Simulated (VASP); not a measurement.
# Y (P6_3/mmc) in VASP: notebook, part 2 of 2

VASP 6.6.1.

## 3. Single point, LDA

Contents of INCAR:

```
ALGO = Normal ; EDIFF = 1E-6
ENCUT = 520 ; ISIF = 2
ISMEAR = -1 ; LASPH = T
LCHARG = F ; LREAL = F
LWAVE = F ; NBANDS = 18
NELM = 80 ; PREC = Accurate
SIGMA = 0.08
```

Contents of KPOINTS:

```
k-points
0
Gamma
  10 10 6
```

Contents of POSCAR:

```
Y
1.0
    3.5422956430      0.0000000000      0.0000000000
   -1.7711478215      3.0677180146      0.0000000000
    0.0000000000      0.0000000000      5.5161657872
Y
2
Direct
    0.3333333333      0.6666666667      0.2500000000
    0.6666666667      0.3333333333      0.7500000000
```

Potentials or basis: VASP PAW LDA potentials, release 64 (Y_sv).

The run is started by

```console
$ cat potpaw_LDA.64/Y_sv/POTCAR > POTCAR
$ mpirun -np 1 vasp_std > vasp.out
```

OUTCAR:

```text
EDIFF = 1E-6
   ENCUT = 520
   ISIF = 2
   ISMEAR = -1
   LASPH = T
   LREAL = F
   NELM = 80
   PREC = Accurate

 ion  position               nearest neighbor table
   1  0.333  0.667  0.250-   2 3.43   2 3.43   2 3.43   2 3.43   2 3.43   2 3.43
   2  0.667  0.333  0.750-   1 3.43   1 3.43   1 3.43   1 3.43   1 3.43   1 3.43

  LATTYP: Found a hexagonal cell.
 ALAT       =     3.5422956430
 C/A-ratio  =     1.5572290806

  Lattice vectors:

 A1 = (   3.5422956430,   0.0000000000,   0.0000000000)
 A2 = (  -1.7711478215,   3.0677180146,   0.0000000000)
 A3 = (   0.0000000000,   0.0000000000,   5.5161657872)

Analysis of symmetry for initial positions (statically):
=====================================================================
 Subroutine PRICEL returns:
 Original cell was already a primitive cell.

 Routine SETGRP: Setting up the symmetry group for a
 hexagonal supercell.

 Subroutine GETGRP returns: Found 24 space group operations
 (whereof 12 operations were pure point group operations)
 out of a pool of 24 trial point group operations.

The static configuration has the point symmetry D_3d.
 The point group associated with its full space group is D_6h.

Analysis of symmetry for dynamics (positions and initial velocities):
=====================================================================
 Subroutine PRICEL returns:
 Original cell was already a primitive cell.

 Routine SETGRP: Setting up the symmetry group for a
 hexagonal supercell.

 Subroutine GETGRP returns: Found 24 space group operations
 (whereof 12 operations were pure point group operations)
 out of a pool of 24 trial point group operations.

The dynamic configuration has the point symmetry D_3d.
 The point group associated with its full space group is D_6h.

 Subroutine INISYM returns: Found 24 space group operations
 (whereof 12 operations are pure point group operations),
 and found     1 'primitive' translations

----------------------------------------------------------------------------------------

                                     Primitive cell

  volume of cell :      59.9429

  direct lattice vectors                    reciprocal lattice vectors
     3.542295643  0.000000000  0.000000000     0.282302806  0.162987601  0.000000000
    -1.771147822  3.067718015  0.000000000     0.000000000  0.325975202  0.000000000
     0.000000000  0.000000000  5.516165787     0.000000000  0.000000000  0.181285342

  length of vectors
     3.542295643  3.542295643  5.516165787     0.325975202  0.325975202  0.181285342

  position of ions in fractional coordinates (direct lattice)
     0.333333333  0.666666667  0.250000000
     0.666666667  0.333333333  0.750000000

  ion indices of the primitive-cell ions
   primitive index   ion index
                 1           1
                 2           2

----------------------------------------------------------------------------------------

 KPOINTS: k-points

Automatic generation of k-mesh.
 Grid dimensions read from file:
 generate k-points for:   10   10    6

 Generating k-lattice:

  Cartesian coordinates                     Fractional coordinates (reciprocal lattice)
     0.028230281  0.016298760  0.000000000     0.100000000 -0.000000000  0.000000000
     0.000000000  0.032597520  0.000000000     0.000000000  0.100000000  0.000000000
     0.000000000  0.000000000  0.030214224     0.000000000  0.000000000  0.166666667

  Length of vectors
     0.032597520  0.032597520  0.030214224

  Shift w.r.t. Gamma in fractional coordinates (k-lattice)
     0.000000000  0.000000000  0.000000000

 Subroutine IBZKPT returns following result:
 ===========================================

 Found     56 irreducible k-points:

 Following reciprocal coordinates:
            Coordinates               Weight
  0.000000  0.000000  0.000000      1.000000
  0.100000  0.000000  0.000000      6.000000
  0.200000  0.000000  0.000000      6.000000
  0.300000 -0.000000  0.000000      6.000000
  0.400000 -0.000000  0.000000      6.000000
  0.500000  0.000000  0.000000      3.000000
[... 16 lines left out ...]
  0.300000  0.100000  0.166667     24.000000
  0.400000  0.100000  0.166667     24.000000
 [... further k-points ...]
   k-points           NKPTS =     56   k-points in BZ     NKDIM =     56   number of bands    NBANDS=     18
   number of dos      NEDOS =    301   number of ions     NIONS =      2
   total plane-waves  NPLWV =  32928
   dimension x,y,z NGX =    28 NGY =   28 NGZ =   42
   dimension x,y,z NGXF=    56 NGYF=   56 NGZF=   84
   ions per type =               2
   NGX,Y,Z   is equivalent  to a cutoff of  13.14, 13.14, 12.66 a.u.
   NGXF,Y,Z  is equivalent  to a cutoff of  26.28, 26.28, 25.32 a.u.
 SYSTEM =  unknown system
   PREC   = accura    normal or accurate (medium, high low for compatibility)
   ISTART =      0    job   : 0-new  1-cont  2-samecut
   ICHARG =      2    charge: 1-file 2-atom 10-const
   ISPIN  =      1    spin polarized calculation?
   LNONCOLLINEAR =      F non collinear calculations
   LSORBIT =      F    spin-orbit coupling
   LASPH  =      T    aspherical Exc in radial PAW
   ENCUT  =  520.0 eV  38.22 Ry    6.18 a.u.   6.59  6.59 10.26*2*pi/ulx,y,z
   NELM   =     80;   NELMIN=  2; NELMDL= -5     # of ELM steps
   EDIFF  = 0.1E-05   stopping-criterion for ELM
   LREAL  =      F    real-space projection
   EDIFFG = 0.1E-04   stopping-criterion for IOM
   NSW    =      0    number of steps for IOM
   IBRION =     -1    ionic relax: 0-MD 1-quasi-New 2-CG
   NFREE  =      0    steps in history (QN), initial steepest desc. (CG)
   ISIF   =      2    stress and relaxation
   ISYM   =      2    0-nonsym 1-usesym 2-fastsym
   POTIM  = 0.5000    time-step for ionic-motion
   TEBEG  =    0.0;   TEEND  =   0.0 temperature during run
   PSTRESS=    0.0 pullay stress
   NELECT =      22.0000    total number of electrons
   NUPDOWN=      -1.0000    fix difference up-down
   EMIN   =  10.00;   EMAX   =-10.00  energy-range for DOS
   EFERMI =   0.00;   METHOD = LEGACY
   ISMEAR =    -1;   SIGMA  =   0.08  broadening in eV -4-tet -1-fermi 0-gaus
   EFERMI_NEDOS =   21; number of points for ismear=-14 and -15
   IALGO  =     38    algorithm
   IMIX   =      4    mixing-type and parameters
     AMIX     =   0.40;   BMIX     =  1.00
     AMIX_MAG =   1.60;   BMIX_MAG =  1.00
  volume/ion in A,a.u.               =      29.97       202.26
  Fermi-wavevector in a.u.,A,eV,Ry     =   1.172114  2.214974 18.692383  1.373851
  Thomas-Fermi vector in A             =   2.308548
   LORBIT       =      0    0 simple, 1 ext, 2 COOP (PROOUT), +10 PAW based schemes
   GGA     = CA    functional components
   LHFCALC =     F    Hartree Fock is set to
   AEXX    =    0.0000 exact exchange contribution
   IVDW    =     0    specifies the selected vdW correction
   LEPSILON=     F    determine dielectric tensor
   LRPA    =     F    only Hartree local field effects (RPA)
 non-spin polarized calculation
  energy-cutoff  :      520.00
  volume of cell :       59.94
 maximum number of plane-waves:      1641
 NGX is ok and might be reduce to    28
   NGX = 13   NGY = 13   NGZ = 21

 number of electron      22.0000000 magnetization

 Free energy of the ion-electron system (eV)
  ---------------------------------------------------
  ext. energy  EPLUGINS =         0.00000000
  ---------------------------------------------------
  free energy    TOTEN  =       -13.93274118 eV

  energy without entropy =      -13.86015785  energy(sigma->0) =      -13.89644951

 E-fermi :   3.2929     XC(G=0): -10.0040

 val. band max:        3.2842880883   @ k =   0.4000   0.1000   0.0000
 cond. band min:       3.2968095051   @ k =   0.5000   0.0000   0.3333
 fundamental gap:      0.0125214168
 Fermi energy:         3.2929028404

 k-point     1 :       0.0000    0.0000    0.0000
  band No.  band energies     occupation
      1     -38.9566      2.00000
      2     -38.8418      2.00000
      3     -19.4946      2.00000
      4     -18.8386      2.00000
      5     -18.8386      2.00000
      6     -18.7134      2.00000
[... 10 lines left out ...]
     17       6.1613      0.00000
     18       6.1613      0.00000

 k-point     2 :       0.1000    0.0000    0.0000
  band No.  band energies     occupation
      1     -38.9492      2.00000
      2     -38.8393      2.00000
      3     -19.4704      2.00000
      4     -18.8874      2.00000
      5     -18.8553      2.00000
      6     -18.7648      2.00000
[... 10 lines left out ...]
     17       5.9392      0.00000
     18       5.9452      0.00000
[... 442 lines left out ...]
 k-point    24 :       0.4000    0.1000    0.1667
  band No.  band energies     occupation
      1     -38.8634      2.00000
      2     -38.8307      2.00000
      3     -19.3667      2.00000
      4     -19.2357      2.00000
      5     -19.0871      2.00000
      6     -18.9937      2.00000
[... 10 lines left out ...]
     17       8.4706      0.00000
     18       8.7402      0.00000

 [... further k-points ...]
[... 5 lines left out ...]
  --------------------------------------------------------------------------------------
  -------------------------------------------------------------------------------------
  Total       -0.0497202     -0.0497202     -0.0482515      0.0000000      0.0000000      0.0000000
  in kB       -1.3289405     -1.3289405     -1.2896865      0.0000000      0.0000000      0.0000000
  external PRESSURE =      -1.3158558 kB  Pullay stress =       0.0000000 kB

 VOLUME and BASIS-vectors are now :
 -----------------------------------------------------------------------------
  energy-cutoff  :      520.00
  volume of cell :       59.94
      direct lattice vectors                 reciprocal lattice vectors
     3.542295643  0.000000000  0.000000000     0.282302806  0.162987601  0.000000000
    -1.771147822  3.067718015  0.000000000     0.000000000  0.325975202  0.000000000
     0.000000000  0.000000000  5.516165787     0.000000000  0.000000000  0.181285342

 POSITION                                       TOTAL-FORCE (eV/Angst)
 -----------------------------------------------------------------------------------
     -0.00000      2.04515      1.37904        -0.000000      0.000000      0.000000
      1.77115      1.02257      4.13712         0.000000     -0.000000      0.000000
 -----------------------------------------------------------------------------------
    total drift:                                0.000000     -0.000000      0.000000

  FREE ENERGIE OF THE ION-ELECTRON SYSTEM (eV)
  ---------------------------------------------------
  free  energy   TOTEN  =       -13.9327411783 eV

  energy  without entropy=      -13.8601578467  energy(sigma->0) =      -13.89644951
```

OSZICAR:

```text
N       E                     dE             d eps       ncg     rms          rms(c)
DAV:   1     0.899288403001E+02    0.89929E+02   -0.11430E+04  2016   0.117E+03
DAV:   2    -0.678290545243E+01   -0.96712E+02   -0.95095E+02  2484   0.263E+02
DAV:   3    -0.140972019786E+02   -0.73143E+01   -0.72554E+01  3482   0.436E+01
DAV:   4    -0.143004195939E+02   -0.20322E+00   -0.20301E+00  2448   0.709E+00
DAV:   5    -0.143052233834E+02   -0.48038E-02   -0.48027E-02  2822   0.843E-01    0.350E+01
DAV:   6    -0.139929683698E+02    0.31226E+00   -0.38551E-01  2196   0.376E+00    0.216E+01
DAV:   7    -0.139454845027E+02    0.47484E-01   -0.75693E-01  2846   0.464E+00    0.172E+00
DAV:   8    -0.139326605590E+02    0.12824E-01   -0.11661E-01  2434   0.202E+00    0.435E-01
DAV:   9    -0.139327578103E+02   -0.97251E-04   -0.45910E-03  2648   0.437E-01    0.155E-01
DAV:  10    -0.139327397909E+02    0.18019E-04   -0.45813E-04  2714   0.162E-01    0.522E-02
DAV:  11    -0.139327416257E+02   -0.18347E-05   -0.20289E-05  2798   0.281E-02    0.354E-02
DAV:  12    -0.139327411783E+02    0.44738E-06   -0.48008E-06  2168   0.177E-02
   1 F= -.13932741E+02 E0= -.13896450E+02  d E =-.725833E-01
```

Run time: 36 s. Hardware: 1 thread of Intel Xeon Platinum 8375C at 2.90GHz (Ice Lake), shared host; peak memory 0.19 GiB.

Results:

```yaml
Free_energy: -13.9327 eV
Pressure: -0.1 GPa
Band_gap_on_the_k_mesh: zero (band 11 reaches 4.62 eV, above the bottom of band 12 at 2.83 eV)
```

Levels at points of the mesh, in eV from the Fermi level:
```tsv
k point	band 7	band 8	band 9	band 10	band 11	band 12	band 13	band 14	band 15	band 16
(0.00, 0.00, 0.00)	-22.01	-21.96	-4.81	-2.02	1.32	1.75	1.75	2.16	2.44	2.44
(0.50, 0.00, 0.00)	-22.17	-22.08	-1.73	-1.39	-0.96	0.08	1.42	1.57	2.25	5.40
(0.00, 0.00, 0.50)	-22.07	-22.07	-3.24	-3.24	1.00	1.00	1.65	1.65	1.65	1.65
(0.50, 0.00, 0.50)	-22.16	-22.16	-1.81	-1.81	0.04	0.04	1.68	1.68	2.90	2.90
```
